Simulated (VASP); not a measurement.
Wanted: the native input for a VASP 6.6.1 run.

```yaml
Task: single point
Functional: PBE
Potentials_or_basis: VASP PAW PBE potentials, release 64 (Hf_pv)
Cutoff: 520 eV
k_mesh: 17 × 17 × 17
Occupations: fermi-dirac, width 0.08 eV
Spin: no spin polarisation
Dipole_correction: no
k_mesh_for_the_DOS: 26 × 26 × 26
Occupations_for_the_DOS: tetrahedron
Further_INCAR_settings: ALGO = Normal; EDIFF = 1e-07; NBANDS = 11
```

The system is Hf.

```xyz
1
Lattice="-1.7740 1.7740 1.7740 1.7740 -1.7740 1.7740 1.7740 1.7740 -1.7740" Properties=species:S:1:pos:R:3 pbc="T T T"
Hf    0.0000    0.0000    0.0000
```

This isn't the form of Hf at room conditions, which is hcp.

The input as run:

POSCAR

```
Hf
1.0
   -1.7740411620      1.7740411620      1.7740411620
    1.7740411620     -1.7740411620      1.7740411620
    1.7740411620      1.7740411620     -1.7740411620
Hf
1
Direct
    0.0000000000      0.0000000000      0.0000000000
```

INCAR.step1

```
SYSTEM = Hf
PREC     = Accurate       ! precision mode
ENCUT    = 520            ! plane-wave cutoff, eV
EDIFF    = 1E-7           ! SCF threshold, eV
ISMEAR   = -1             ! smearing method
SIGMA    = 0.08           ! smearing width, eV
LREAL    = .False.        ! projectors in reciprocal space
LASPH    = .True.         ! aspherical terms in the spheres
NELM     = 60             ! most SCF steps
ALGO     = Normal         ! electronic algorithm
ISIF     = 2              ! what is computed and relaxed
LWAVE    = .False.        ! write WAVECAR
LCHARG   = .True.         ! write CHGCAR
LMAXMIX  = 4              ! l up to which the mixer works
GGA      = PE             ! functional
NBANDS   = 11             ! bands
```

KPOINTS.step1

```
Automatic mesh
0
Gamma
  17 17 17
  0 0 0
```

INCAR.step2

```
SYSTEM = Hf
PREC     = Accurate       ! precision mode
ENCUT    = 520            ! plane-wave cutoff, eV
EDIFF    = 1E-7           ! SCF threshold, eV
ISMEAR   = -5             ! smearing method
SIGMA    = 0.08           ! smearing width, eV
LREAL    = .False.        ! projectors in reciprocal space
LASPH    = .True.         ! aspherical terms in the spheres
NELM     = 60             ! most SCF steps
ALGO     = Normal         ! electronic algorithm
ISIF     = 2              ! what is computed and relaxed
LWAVE    = .False.        ! write WAVECAR
LCHARG   = .False.        ! write CHGCAR
LMAXMIX  = 4              ! l up to which the mixer works
GGA      = PE             ! functional
LORBIT   = 11             ! projections on sites
NBANDS   = 11             ! bands
NEDOS    = 1001           ! points of the DOS
ICHARG   = 11             ! starting density
```

KPOINTS.step2

```
Automatic mesh
0
Gamma
  26 26 26
  0 0 0
```

Potentials or basis: VASP PAW PBE potentials, release 64 (Hf_pv).

Run with:

```bash
$ cat potpaw_PBE.64/Hf_pv/POTCAR > POTCAR
$ cp INCAR.step1 INCAR
$ cp KPOINTS.step1 KPOINTS
$ mpirun -np 1 vasp_std > vasp.out
$ cp INCAR.step2 INCAR
$ cp KPOINTS.step2 KPOINTS
$ mpirun -np 1 vasp_std > vasp.out
```

Results of the run:

* Valence electrons inside the program's atomic spheres: Hf 8.33

It took 79 s on 1 thread of Intel Xeon 8259CL, with other jobs on the host, peak memory 0.27 GiB.
